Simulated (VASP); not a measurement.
# RbZnI3 (Pm-3m) in VASP: a series of runs

Runs on RbZnI3. Level: r2SCAN. Tasks: single point.

Everything below comes from runs of VASP 6.6.1. Logs are shortened: lines on timing, memory, paths and dates and some standing lists are left out, and cuts for length are marked.

## 1. The cell of the first run

Symmetry: Pm-3m, No. 221, cubic system. Conventional cell: a = 5.722 Å, b = 5.722 Å, c = 5.722 Å, α = 90.00°, β = 90.00°, γ = 90.00°. Within 5.3 Å of Rb (site symmetry m-3m) lie 12 I at 4.05 Å and 8 Zn at 4.96 Å. Within 3.8 Å of Zn (site symmetry m-3m) lie 6 I at 2.86 Å. I (site symmetry 4/mmm) has 2 Zn at 2.86 Å within 3.8 Å.

## 2. Single point, r2SCAN

File POSCAR:

```
RbZnI3
1.0
    5.7217664195      0.0000000000      0.0000000000
    0.0000000000      5.7217664195      0.0000000000
    0.0000000000      0.0000000000      5.7217664195
Rb Zn I
1 1 3
Direct
    0.0000000000      0.0000000000      0.0000000000
    0.5000000000      0.5000000000      0.5000000000
    0.5000000000      0.5000000000      0.0000000000
    0.5000000000      0.0000000000      0.5000000000
    0.0000000000      0.5000000000      0.5000000000
```

File INCAR.step1:

```
  PREC = Accurate
  ENCUT = 520
  ISMEAR = -1
  SIGMA = 0.02
  LREAL = F
  LASPH = T
  NELM = 60
  NBANDS = 29
  GGA = PE
  ALGO = Normal
  EDIFF = 1E-4
  LWAVE = T
  LCHARG = F
```

File INCAR.step2:

```
  PREC = Accurate
  ENCUT = 520
  EDIFF = 1E-7
  ISMEAR = -1
  SIGMA = 0.02
  LREAL = F
  LASPH = T
  NELM = 60
  ALGO = Normal
  ISIF = 2
  LWAVE = F
  LCHARG = T
  METAGGA = R2SCAN
  LMIXTAU = T
  LELF = T
  LVHAR = T
  NBANDS = 29
  ISTART = 1
```

File KPOINTS:

```
Automatic mesh
0
Gamma
  4 4 4
```

Potentials or basis: VASP PAW PBE potentials, release 64 (Rb_sv, Zn, I).

On the command line:

```sh
$ cat potpaw_PBE.64/Rb_sv/POTCAR potpaw_PBE.64/Zn/POTCAR potpaw_PBE.64/I/POTCAR > POTCAR
$ cp INCAR.step1 INCAR
$ mpirun -np 1 vasp_std > vasp.out
$ cp INCAR.step2 INCAR
$ mpirun -np 1 vasp_std > vasp.out
```

OUTCAR:

```text
PREC = Accurate
   ENCUT = 520
   EDIFF = 1E-7
   ISMEAR = -1
   LREAL = F
   LASPH = T
   NELM = 60
   ISIF = 2
   METAGGA = R2SCAN
   ISTART = 1

 ion  position               nearest neighbor table
   1  0.000  0.000  0.000-   3 4.05   4 4.05   5 4.05   4 4.05   5 4.05   3 4.05   5 4.05   5 4.05
                             3 4.05   4 4.05   4 4.05   3 4.05
   2  0.500  0.500  0.500-   3 2.86   4 2.86   5 2.86   3 2.86   4 2.86   5 2.86
   3  0.500  0.500  0.000-   2 2.86   2 2.86   1 4.05   1 4.05   1 4.05   1 4.05
   4  0.500  0.000  0.500-   2 2.86   2 2.86   1 4.05   1 4.05   1 4.05   1 4.05
   5  0.000  0.500  0.500-   2 2.86   2 2.86   1 4.05   1 4.05   1 4.05   1 4.05

  LATTYP: Found a simple cubic cell.
 ALAT       =     5.7217664195

  Lattice vectors:

 A1 = (   5.7217664195,   0.0000000000,   0.0000000000)
 A2 = (   0.0000000000,   5.7217664195,   0.0000000000)
 A3 = (   0.0000000000,   0.0000000000,   5.7217664195)

Analysis of symmetry for initial positions (statically):
=====================================================================
 Subroutine PRICEL returns:
 Original cell was already a primitive cell.

 Routine SETGRP: Setting up the symmetry group for a
 simple cubic supercell.

 Subroutine GETGRP returns: Found 48 space group operations
 (whereof 48 operations were pure point group operations)
 out of a pool of 48 trial point group operations.

The static configuration has the point symmetry O_h .

Analysis of symmetry for dynamics (positions and initial velocities):
=====================================================================
 Subroutine PRICEL returns:
 Original cell was already a primitive cell.

 Routine SETGRP: Setting up the symmetry group for a
 simple cubic supercell.

 Subroutine GETGRP returns: Found 48 space group operations
 (whereof 48 operations were pure point group operations)
 out of a pool of 48 trial point group operations.

The dynamic configuration has the point symmetry O_h .

 Subroutine INISYM returns: Found 48 space group operations
 (whereof 48 operations are pure point group operations),
 and found     1 'primitive' translations

----------------------------------------------------------------------------------------

                                     Primitive cell

  volume of cell :     187.3227

[... 78 lines left out ...]
   NELM   =     60;   NELMIN=  2; NELMDL=  0     # of ELM steps
   EDIFF  = 0.1E-06   stopping-criterion for ELM
   LREAL  =      F    real-space projection
   EDIFFG = 0.1E-05   stopping-criterion for IOM
   NSW    =      0    number of steps for IOM
   IBRION =     -1    ionic relax: 0-MD 1-quasi-New 2-CG
   NFREE  =      0    steps in history (QN), initial steepest desc. (CG)
   ISIF   =      2    stress and relaxation
   ISYM   =      2    0-nonsym 1-usesym 2-fastsym
   POTIM  = 0.5000    time-step for ionic-motion
   TEBEG  =    0.0;   TEEND  =   0.0 temperature during run
   PSTRESS=    0.0 pullay stress
   NELECT =      42.0000    total number of electrons
   NUPDOWN=      -1.0000    fix difference up-down
   EMIN   =  10.00;   EMAX   =-10.00  energy-range for DOS
   EFERMI =   0.00;   METHOD = LEGACY
   ISMEAR =    -1;   SIGMA  =   0.02  broadening in eV -4-tet -1-fermi 0-gaus
   EFERMI_NEDOS =   21; number of points for ismear=-14 and -15
   IALGO  =     38    algorithm
   IMIX   =      4    mixing-type and parameters
     AMIX     =   0.40;   BMIX     =  1.00
     AMIX_MAG =   1.60;   BMIX_MAG =  1.00
  volume/ion in A,a.u.               =      37.46       252.82
  Fermi-wavevector in a.u.,A,eV,Ry     =   0.994553  1.879432 13.458000  0.989135
  Thomas-Fermi vector in A             =   2.126512
   LORBIT       =      0    0 simple, 1 ext, 2 COOP (PROOUT), +10 PAW based schemes
   METAGGA = R2SCAN    functional components
   LHFCALC =     F    Hartree Fock is set to
   AEXX    =    0.0000 exact exchange contribution
   IVDW    =     0    specifies the selected vdW correction
   LEPSILON=     F    determine dielectric tensor
   LRPA    =     F    only Hartree local field effects (RPA)
 non-spin polarized calculation
  energy-cutoff  :      520.00
  volume of cell :      187.32
 maximum number of plane-waves:      5069
 NGX is ok and might be reduce to    48
   NGX = 21   NGY = 21   NGZ = 21

 number of electron      41.9999992 magnetization

 Free energy of the ion-electron system (eV)
  ---------------------------------------------------
  ext. energy  EPLUGINS =         0.00000000
  ---------------------------------------------------
  free energy    TOTEN  =      -101.31541748 eV

  energy without entropy =     -101.31332922  energy(sigma->0) =     -101.31437335

 E-fermi :   1.5001     XC(G=0):  -8.5169

 val. band max:        1.4638534867   @ k =   0.5000   0.5000   0.5000
 cond. band min:       2.4219054305   @ k =   0.2500   0.0000   0.0000
 fundamental gap:      0.9580519438
 Fermi energy:         1.5000539987

 k-point     1 :       0.0000    0.0000    0.0000
  band No.  band energies     occupation
      1     -25.4080      2.00000
      2     -11.1274      2.00000
      3     -10.1466      2.00000
      4     -10.1466      2.00000
      5      -8.9501      2.00000
      6      -8.9501      2.00000
[... 309 lines left out ...]
     28       8.4521      0.00000
     29       8.4521      0.00000

------------------------ aborting loop because EDIFF is reached ----------------------------------------

  FORCE on cell =-STRESS in cart. coord.  units (eV):
  Direction    XX          YY          ZZ          XY          YZ          ZX
  --------------------------------------------------------------------------------------
  -------------------------------------------------------------------------------------
  Total        0.0423339      0.0423339      0.0423339     -0.0000000      0.0000000      0.0000000
  in kB        0.3620833      0.3620833      0.3620833     -0.0000000      0.0000000      0.0000000
  external PRESSURE =       0.3620833 kB  Pullay stress =       0.0000000 kB

 VOLUME and BASIS-vectors are now :
 -----------------------------------------------------------------------------
  energy-cutoff  :      520.00
  volume of cell :      187.32
      direct lattice vectors                 reciprocal lattice vectors
     5.721766419  0.000000000  0.000000000     0.174771203  0.000000000  0.000000000
     0.000000000  5.721766419  0.000000000     0.000000000  0.174771203  0.000000000
     0.000000000  0.000000000  5.721766419     0.000000000  0.000000000  0.174771203

 POSITION                                       TOTAL-FORCE (eV/Angst)
 -----------------------------------------------------------------------------------
      0.00000      0.00000      0.00000         0.000000      0.000000      0.000000
      2.86088      2.86088      2.86088         0.000000      0.000000      0.000000
      2.86088      2.86088      0.00000         0.000000      0.000000      0.000000
      2.86088      0.00000      2.86088         0.000000      0.000000      0.000000
      0.00000      2.86088      2.86088         0.000000      0.000000      0.000000
 -----------------------------------------------------------------------------------
    total drift:                                0.000000     -0.000000     -0.000000

  FREE ENERGIE OF THE ION-ELECTRON SYSTEM (eV)
  ---------------------------------------------------
  free  energy   TOTEN  =      -101.3154174849 eV

  energy  without entropy=     -101.3133292223  energy(sigma->0) =     -101.31437335
```

OUTCAR.step1:

```text
PREC = Accurate
   ENCUT = 520
   ISMEAR = -1
   LREAL = F
   LASPH = T
[... 535 lines left out ...]
      2.86088      2.86088      2.86088         0.000000      0.000000      0.000000
      2.86088      2.86088      0.00000         0.000000      0.000000      0.000000
      2.86088      0.00000      2.86088         0.000000      0.000000      0.000000
      0.00000      2.86088      2.86088         0.000000      0.000000      0.000000
 -----------------------------------------------------------------------------------
    total drift:                                0.000000     -0.000000     -0.000000

  FREE ENERGIE OF THE ION-ELECTRON SYSTEM (eV)
  ---------------------------------------------------
  free  energy   TOTEN  =       -10.6826909050 eV

  energy  without entropy=      -10.6806068096  energy(sigma->0) =      -10.68164886
```

It took 4.3 min on 1 thread of Intel Xeon Platinum 8259CL at 2.50GHz (Skylake/Cascade Lake), shared host; peak memory 0.39 GiB.

Results:

```
Free energy            : -101.3154 eV
Pressure               : 0.0 GPa
Band gap on the k mesh : zero (band 21 reaches 1.46 eV, above the bottom of band 22 at 0.94 eV)
```

Caveat: the PAW data sets were made with another functional, which shifts forces and pressure a little; spin-orbit coupling is left out, which moves the levels of the heavy elements.

## 3. Single point, r2SCAN (volume changed by +3%)

POSCAR: that of step 2 with these lines changed.

```diff
@@ -2,5 +2,5 @@
 1.0
-    5.7217664195      0.0000000000      0.0000000000
-    0.0000000000      5.7217664195      0.0000000000
-    0.0000000000      0.0000000000      5.7217664195
+    5.7784212567      0.0000000000      0.0000000000
+    0.0000000000      5.7784212567      0.0000000000
+    0.0000000000      0.0000000000      5.7784212567
 Rb Zn I
```

File INCAR.step1:

```
  ALGO = Normal
  EDIFF = 1E-4
  ENCUT = 520
  GGA = PE
  ISMEAR = -1
  LASPH = T
  LCHARG = F
  LREAL = F
  LWAVE = T
  NBANDS = 29
  NELM = 60
  PREC = Accurate
  SIGMA = 0.02
```

File INCAR.step2:

```
  ALGO = Normal
  EDIFF = 1E-6
  ENCUT = 520
  ISIF = 2
  ISMEAR = -1
  ISTART = 1
  LASPH = T
  LCHARG = F
  LMIXTAU = T
  LREAL = F
  LWAVE = F
  METAGGA = R2SCAN
  NBANDS = 29
  NELM = 60
  PREC = Accurate
  SIGMA = 0.02
```

File KPOINTS:

```
k-points
0
Gamma
  4 4 4
```

Potentials or basis: VASP PAW PBE potentials, release 64 (Rb_sv, Zn, I).

On the command line:

```sh
$ cat potpaw_PBE.64/Rb_sv/POTCAR potpaw_PBE.64/Zn/POTCAR potpaw_PBE.64/I/POTCAR > POTCAR
$ cp INCAR.step1 INCAR
$ mpirun -np 1 vasp_std > vasp.out
$ cp INCAR.step2 INCAR
$ mpirun -np 1 vasp_std > vasp.out
```

OUTCAR:

```text
EDIFF = 1E-6
   ENCUT = 520
   ISIF = 2
   ISMEAR = -1
   ISTART = 1
   LASPH = T
   LREAL = F
   METAGGA = R2SCAN
   NELM = 60
   PREC = Accurate

 ion  position               nearest neighbor table
   1  0.000  0.000  0.000-   3 4.09   4 4.09   5 4.09   4 4.09   5 4.09   3 4.09   5 4.09   5 4.09
                             3 4.09   4 4.09   4 4.09   3 4.09
   2  0.500  0.500  0.500-   3 2.89   4 2.89   5 2.89   3 2.89   4 2.89   5 2.89
   3  0.500  0.500  0.000-   2 2.89   2 2.89   1 4.09   1 4.09   1 4.09   1 4.09
[... 508 lines left out ...]
  --------------------------------------------------------------------------------------
  -------------------------------------------------------------------------------------
  Total       -0.7957617     -0.7957617     -0.7957617     -0.0000000      0.0000000      0.0000000
  in kB       -6.6079387     -6.6079387     -6.6079387     -0.0000000      0.0000000      0.0000000
  external PRESSURE =      -6.6079387 kB  Pullay stress =       0.0000000 kB

 VOLUME and BASIS-vectors are now :
 -----------------------------------------------------------------------------
  energy-cutoff  :      520.00
  volume of cell :      192.94
      direct lattice vectors                 reciprocal lattice vectors
     5.778421257  0.000000000  0.000000000     0.173057649  0.000000000  0.000000000
     0.000000000  5.778421257  0.000000000     0.000000000  0.173057649  0.000000000
     0.000000000  0.000000000  5.778421257     0.000000000  0.000000000  0.173057649

 POSITION                                       TOTAL-FORCE (eV/Angst)
 -----------------------------------------------------------------------------------
      0.00000      0.00000      0.00000         0.000000      0.000000      0.000000
      2.88921      2.88921      2.88921         0.000000      0.000000      0.000000
      2.88921      2.88921      0.00000         0.000000      0.000000      0.000000
      2.88921      0.00000      2.88921         0.000000      0.000000      0.000000
      0.00000      2.88921      2.88921         0.000000      0.000000      0.000000
 -----------------------------------------------------------------------------------
    total drift:                                0.000000     -0.000000     -0.000000

  FREE ENERGIE OF THE ION-ELECTRON SYSTEM (eV)
  ---------------------------------------------------
  free  energy   TOTEN  =      -101.3042063024 eV

  energy  without entropy=     -101.3021077161  energy(sigma->0) =     -101.30315701
```

OUTCAR.step1:

```text
EDIFF = 1E-4
   ENCUT = 520
   GGA = PE
   ISMEAR = -1
   LASPH = T
[... 535 lines left out ...]
      2.88921      2.88921      2.88921         0.000000      0.000000      0.000000
      2.88921      2.88921      0.00000         0.000000      0.000000      0.000000
      2.88921      0.00000      2.88921         0.000000      0.000000      0.000000
      0.00000      2.88921      2.88921         0.000000      0.000000      0.000000
 -----------------------------------------------------------------------------------
    total drift:                                0.000000     -0.000000     -0.000000

  FREE ENERGIE OF THE ION-ELECTRON SYSTEM (eV)
  ---------------------------------------------------
  free  energy   TOTEN  =       -10.6962148081 eV

  energy  without entropy=      -10.6941198503  energy(sigma->0) =      -10.69516733
```

OSZICAR.step1:

```text
N       E                     dE             d eps       ncg     rms          rms(c)
DAV:   1     0.279185352499E+03    0.27919E+03   -0.17132E+04   580   0.130E+03
DAV:   2     0.159405325459E+02   -0.26324E+03   -0.25396E+03   667   0.267E+02
DAV:   3    -0.103909790861E+02   -0.26332E+02   -0.26159E+02   669   0.891E+01
DAV:   4    -0.113078125394E+02   -0.91683E+00   -0.91535E+00   958   0.159E+01
DAV:   5    -0.113174092686E+02   -0.95967E-02   -0.95934E-02   761   0.144E+00    0.519E+00
DAV:   6    -0.107534652626E+02    0.56394E+00   -0.11827E+00   695   0.191E+01    0.417E+00
DAV:   7    -0.106932688569E+02    0.60196E-01   -0.52750E-01   683   0.372E+00    0.163E+00
DAV:   8    -0.106955294911E+02   -0.22606E-02   -0.25944E-02   714   0.953E-01    0.551E-01
DAV:   9    -0.106961889472E+02   -0.65946E-03   -0.28825E-03   676   0.479E-01    0.608E-02
DAV:  10    -0.106962148081E+02   -0.25861E-04   -0.37527E-04   664   0.195E-01
   1 F= -.10696215E+02 E0= -.10695167E+02  d E =-.209496E-02
```

Wall time 3.5 min (1 thread of Intel Xeon Platinum 8259CL at 2.50GHz (Skylake/Cascade Lake), shared host); peak memory 0.39 GiB.

What came out:

```yaml
Free_energy: -101.3042 eV
Pressure: -0.7 GPa
Band_gap_on_the_k_mesh: zero (band 21 reaches 1.22 eV, above the bottom of band 22 at 0.71 eV)
```

Caveat: the PAW data sets were made with another functional, which shifts forces and pressure a little; spin-orbit coupling is left out, which moves the levels of the heavy elements.

[end of part 1 of 2]
